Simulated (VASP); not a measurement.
# BaTiO3 (P4mm) in VASP: a series of runs, part 2 of 2

VASP 6.6.1. The steps go on from the part before.

## (3) Single point, PBE+U

Input file INCAR:

```
SYSTEM = BaTiO3
  PREC = Accurate
  ENCUT = 520
  EDIFF = 1E-6
  ISMEAR = 0
  SIGMA = 0.01
  LREAL = .FALSE.
  LASPH = .TRUE.
  NELM = 150
  ALGO = Normal
  ISIF = 2
  LWAVE = .FALSE.
  LCHARG = .FALSE.
  LMAXMIX = 4
  LDAU = .TRUE.
  LDAUTYPE = 2
  LDAUL = -1 2 -1
  LDAUU = 0 3 0
  LDAUJ = 0 0 0
  LDAUPRINT = 1
  GGA = PE
  NBANDS = 28
```

Input file KPOINTS:

```
Automatic mesh
0
G
  4 4 4
  0 0 0
```

Input file POSCAR:

```
BaTiO3
1.0
    3.9998000000      0.0000000000      0.0000000000
    0.0000000000      3.9998000000      0.0000000000
    0.0000000000      0.0000000000      4.0180000000
Ba Ti O
1 1 3
Direct
    0.0000000000      0.0000000000      0.0000000000
    0.5000000000      0.5000000000      0.4900000000
    0.5000000000      0.5000000000      0.0190000000
    0.5000000000      0.0000000000      0.5170000000
    0.0000000000      0.5000000000      0.5170000000
```

Potentials or basis: VASP PAW PBE potentials, release 64 (Ba_sv, Ti_sv, O).

Command:

```console
$ cat potpaw_PBE.64/Ba_sv/POTCAR potpaw_PBE.64/Ti_sv/POTCAR potpaw_PBE.64/O/POTCAR > POTCAR
$ mpirun -np 1 vasp_std > vasp.out
```

OUTCAR:

```text
SYSTEM = BaTiO3
   PREC = Accurate
   ENCUT = 520
   EDIFF = 1E-6
   ISMEAR = 0
   LREAL = .FALSE.
   LASPH = .TRUE.
   NELM = 150
   ISIF = 2
   GGA = PE

 ion  position               nearest neighbor table
   1  0.000  0.000  0.000-   4 2.79   5 2.79   5 2.79   4 2.79   3 2.83   3 2.83   3 2.83   3 2.83
                             4 2.88   5 2.88   5 2.88   4 2.88   2 3.45   2 3.45   2 3.45   2 3.45
   2  0.500  0.500  0.490-   3 1.89   4 2.00   5 2.00   4 2.00   5 2.00   3 2.13   1 3.45   1 3.45
                             1 3.45   1 3.45   1 3.49   1 3.49   1 3.49   1 3.49
   3  0.500  0.500  0.019-   2 1.89   2 2.13   1 2.83   1 2.83   1 2.83   1 2.83
   4  0.500  0.000  0.517-   2 2.00   2 2.00   1 2.79   1 2.79   1 2.88   1 2.88
   5  0.000  0.500  0.517-   2 2.00   2 2.00   1 2.79   1 2.79   1 2.88   1 2.88

  LATTYP: Found a simple tetragonal cell.
 ALAT       =     3.9998000000
 C/A-ratio  =     1.0045502275

  Lattice vectors:

 A1 = (   3.9998000000,   0.0000000000,   0.0000000000)
 A2 = (   0.0000000000,   3.9998000000,   0.0000000000)
 A3 = (   0.0000000000,   0.0000000000,   4.0180000000)

Analysis of symmetry for initial positions (statically):
=====================================================================
 Subroutine PRICEL returns:
 Original cell was already a primitive cell.

 Routine SETGRP: Setting up the symmetry group for a
 simple tetragonal supercell.

 Subroutine GETGRP returns: Found  8 space group operations
 (whereof  8 operations were pure point group operations)
 out of a pool of 16 trial point group operations.

The static configuration has the point symmetry C_4v.

Analysis of symmetry for dynamics (positions and initial velocities):
=====================================================================
 Subroutine PRICEL returns:
 Original cell was already a primitive cell.

 Routine SETGRP: Setting up the symmetry group for a
 simple tetragonal supercell.

 Subroutine GETGRP returns: Found  8 space group operations
 (whereof  8 operations were pure point group operations)
 out of a pool of 16 trial point group operations.

The dynamic configuration has the point symmetry C_4v.

 Subroutine INISYM returns: Found  8 space group operations
 (whereof  8 operations are pure point group operations),
 and found     1 'primitive' translations

----------------------------------------------------------------------------------------

                                     Primitive cell

  volume of cell :      64.2816

  direct lattice vectors                    reciprocal lattice vectors
     3.999800000  0.000000000  0.000000000     0.250012501  0.000000000  0.000000000
     0.000000000  3.999800000  0.000000000     0.000000000  0.250012501  0.000000000
     0.000000000  0.000000000  4.018000000     0.000000000  0.000000000  0.248880040

  length of vectors
     3.999800000  3.999800000  4.018000000     0.250012501  0.250012501  0.248880040

  position of ions in fractional coordinates (direct lattice)
     0.000000000  0.000000000  0.000000000
     0.500000000  0.500000000  0.490000000
     0.500000000  0.500000000  0.019000000
[... 98 lines left out ...]
  Thomas-Fermi vector in A             =   2.520888
   LORBIT       =      0    0 simple, 1 ext, 2 COOP (PROOUT), +10 PAW based schemes
 LDA+U is selected, type is set to LDAUTYPE =  2
   angular momentum for each species LDAUL =    -1    2   -1
   U (eV)           for each species LDAUU =   0.0  3.0  0.0
   J (eV)           for each species LDAUJ =   0.0  0.0  0.0
   GGA     = PE    functional components
   LHFCALC =     F    Hartree Fock is set to
   AEXX    =    0.0000 exact exchange contribution
   IVDW    =     0    specifies the selected vdW correction
   LEPSILON=     F    determine dielectric tensor
   LRPA    =     F    only Hartree local field effects (RPA)
 non-spin polarized calculation
 Gauss-broadening in eV      SIGMA  =   0.01
  energy-cutoff  :      520.00
  volume of cell :       64.28
 maximum number of plane-waves:      1755
 NGX is ok and might be reduce to    30
   NGX = 15   NGY = 15   NGZ = 15

atom =   2  type =  2  l = 2

 onsite density matrix

spin component  1

  0.1071 -0.0000  0.0000 -0.0000  0.0000
 -0.0000  0.1141  0.0000  0.0000 -0.0000
  0.0000  0.0000  0.2444 -0.0000  0.0000
 -0.0000  0.0000 -0.0000  0.1141  0.0000
  0.0000 -0.0000  0.0000  0.0000  0.2363

spin component  2

  0.1071 -0.0000  0.0000 -0.0000  0.0000
 -0.0000  0.1141  0.0000  0.0000 -0.0000
  0.0000  0.0000  0.2444 -0.0000  0.0000
 -0.0000  0.0000 -0.0000  0.1141  0.0000
  0.0000 -0.0000  0.0000  0.0000  0.2363

 occupancies and eigenvectors

  o =  0.1071  v =  1.0000  0.0000  0.0000  0.0000  0.0000  0.0000  0.0000  0.0000  0.0000  0.0000      0.0000  0.0000  0.0000  0.0000  0.0000  0.0000  0.0000  0.0000  0.0000  0.0000
  o =  0.1071  v =  0.0000  0.0000  0.0000  0.0000  0.0000  1.0000  0.0000  0.0000  0.0000  0.0000      0.0000  0.0000  0.0000  0.0000  0.0000  0.0000  0.0000  0.0000  0.0000  0.0000
  o =  0.1141  v =  0.0000 -0.9844 -0.0000 -0.1761  0.0000  0.0000  0.0000  0.0000  0.0000  0.0000      0.0000  0.0000  0.0000  0.0000  0.0000  0.0000  0.0000  0.0000  0.0000  0.0000
  o =  0.1141  v =  0.0000  0.0000  0.0000  0.0000  0.0000  0.0000 -0.9844 -0.0000 -0.1761  0.0000      0.0000  0.0000  0.0000  0.0000  0.0000  0.0000  0.0000  0.0000  0.0000  0.0000
  o =  0.1141  v =  0.0000  0.1761  0.0000 -0.9844  0.0000  0.0000  0.0000  0.0000  0.0000  0.0000      0.0000  0.0000  0.0000  0.0000  0.0000  0.0000  0.0000  0.0000  0.0000  0.0000
  o =  0.1141  v =  0.0000  0.0000  0.0000  0.0000  0.0000  0.0000  0.1761  0.0000 -0.9844  0.0000      0.0000  0.0000  0.0000  0.0000  0.0000  0.0000  0.0000  0.0000  0.0000  0.0000
  o =  0.2363  v =  0.0000  0.0000 -0.0000  0.0000  1.0000  0.0000  0.0000  0.0000  0.0000  0.0000      0.0000  0.0000  0.0000  0.0000  0.0000  0.0000  0.0000  0.0000  0.0000  0.0000
  o =  0.2363  v =  0.0000  0.0000  0.0000  0.0000  0.0000  0.0000  0.0000 -0.0000  0.0000  1.0000      0.0000  0.0000  0.0000  0.0000  0.0000  0.0000  0.0000  0.0000  0.0000  0.0000
  o =  0.2444  v =  0.0000  0.0000  0.0000  0.0000  0.0000  0.0000 -0.0000 -1.0000 -0.0000 -0.0000      0.0000  0.0000  0.0000  0.0000  0.0000  0.0000  0.0000  0.0000  0.0000  0.0000
  o =  0.2444  v =  0.0000 -0.0000 -1.0000 -0.0000 -0.0000  0.0000  0.0000  0.0000  0.0000  0.0000      0.0000  0.0000  0.0000  0.0000  0.0000  0.0000  0.0000  0.0000  0.0000  0.0000

 number of electron      39.9999977 magnetization

 Free energy of the ion-electron system (eV)
  ---------------------------------------------------
  ext. energy  EPLUGINS =         0.00000000
  ---------------------------------------------------
  free energy    TOTEN  =       -37.92193137 eV

  energy without entropy =      -37.92193137  energy(sigma->0) =      -37.92193137

 E-fermi :   4.0985     XC(G=0): -11.2479

 val. band max:        3.9528898074   @ k =   0.5000   0.5000   0.5000
 cond. band min:       6.0656066482   @ k =   0.0000   0.0000   0.0000
 fundamental gap:      2.1127168408
 Fermi energy:         4.0985279438

 k-point     1 :       0.0000    0.0000    0.0000
  band No.  band energies     occupation
      1     -53.4771      2.00000
      2     -29.6773      2.00000
      3     -29.6512      2.00000
      4     -29.6512      2.00000
      5     -20.9132      2.00000
      6     -13.0140      2.00000
[... 547 lines left out ...]
     27      11.5463      0.00000
     28      11.7122      0.00000

------------------------ aborting loop because EDIFF is reached ----------------------------------------

  FORCE on cell =-STRESS in cart. coord.  units (eV):
  Direction    XX          YY          ZZ          XY          YZ          ZX
  --------------------------------------------------------------------------------------
  -------------------------------------------------------------------------------------
  Total        2.4998755      2.4998755      2.9934446      0.0000000      0.0000000      0.0000000
  in kB       62.3078077     62.3078077     74.6097040      0.0000000      0.0000000      0.0000000
  external PRESSURE =      66.4084398 kB  Pullay stress =       0.0000000 kB

 VOLUME and BASIS-vectors are now :
 -----------------------------------------------------------------------------
  energy-cutoff  :      520.00
  volume of cell :       64.28
      direct lattice vectors                 reciprocal lattice vectors
     3.999800000  0.000000000  0.000000000     0.250012501  0.000000000  0.000000000
     0.000000000  3.999800000  0.000000000     0.000000000  0.250012501  0.000000000
     0.000000000  0.000000000  4.018000000     0.000000000  0.000000000  0.248880040

 POSITION                                       TOTAL-FORCE (eV/Angst)
 -----------------------------------------------------------------------------------
      0.00000      0.00000      0.00000        -0.000000     -0.000000      0.066737
      1.99990      1.99990      1.96882        -0.000000      0.000000      0.257289
      1.99990      1.99990      0.07634        -0.000000      0.000000     -0.109938
      1.99990      0.00000      2.07731        -0.000000     -0.000000     -0.107044
      0.00000      1.99990      2.07731         0.000000     -0.000000     -0.107044
 -----------------------------------------------------------------------------------
    total drift:                                0.000000      0.000000      0.000294

  FREE ENERGIE OF THE ION-ELECTRON SYSTEM (eV)
  ---------------------------------------------------
  free  energy   TOTEN  =       -37.9219313665 eV

  energy  without entropy=      -37.9219313665  energy(sigma->0) =      -37.92193137
```

Run time: 31 s. Hardware: 1 thread of Intel Xeon Platinum 8375C at 2.90GHz (Ice Lake), shared host; peak memory 0.19 GiB.

What came out:

- Free energy: -37.9219 eV
- Pressure: 6.6 GPa
- Largest force: 0.257 eV/Å
- Band gap on the k mesh: 2.11 eV (least direct gap 2.42 eV)

Forces on the atoms (eV/Å):
```
Ba   0.000  0.000  0.067
Ti   0.000  0.000  0.257
O    0.000  0.000 -0.110
O    0.000  0.000 -0.107
O    0.000  0.000 -0.107
```

Stress tensor (GPa, compression positive):
```
6.23 0.00 0.00
0.00 6.23 0.00
0.00 0.00 7.46
```

Levels at points of the mesh, in eV from the valence-band top:
| k point | band 18 | band 19 | band 20 | band 21 | band 22 | band 23 |
| --- | --- | --- | --- | --- | --- | --- |
| (0.00, 0.00, 0.00) | -0.33 | -0.30 | -0.30 | 2.11 | 2.29 | 2.29 |
| (0.50, 0.00, 0.00) | -1.70 | -0.97 | -0.89 | 2.44 | 3.80 | 3.82 |
| (0.50, 0.50, 0.00) | -0.98 | -0.98 | -0.09 | 3.83 | 3.83 | 4.25 |
| (0.00, 0.00, 0.50) | -1.88 | -0.76 | -0.76 | 2.29 | 3.85 | 3.85 |
| (0.50, 0.00, 0.50) | -0.92 | -0.90 | -0.17 | 3.83 | 3.86 | 4.22 |
| (0.50, 0.50, 0.50) | -0.08 | -0.08 | 0.00 | 4.46 | 4.46 | 4.48 |

Eigenvalues of the final occupation matrices:
```csv
site,spin,trace,eigenvalues
site 2 d,1,0.82,0.11 0.11 0.11 0.24 0.24
site 2 d,2,0.82,0.11 0.11 0.11 0.24 0.24
```

Caveat: the cell stands under pressure; spin-orbit coupling is left out, which moves the levels of the heavy elements.
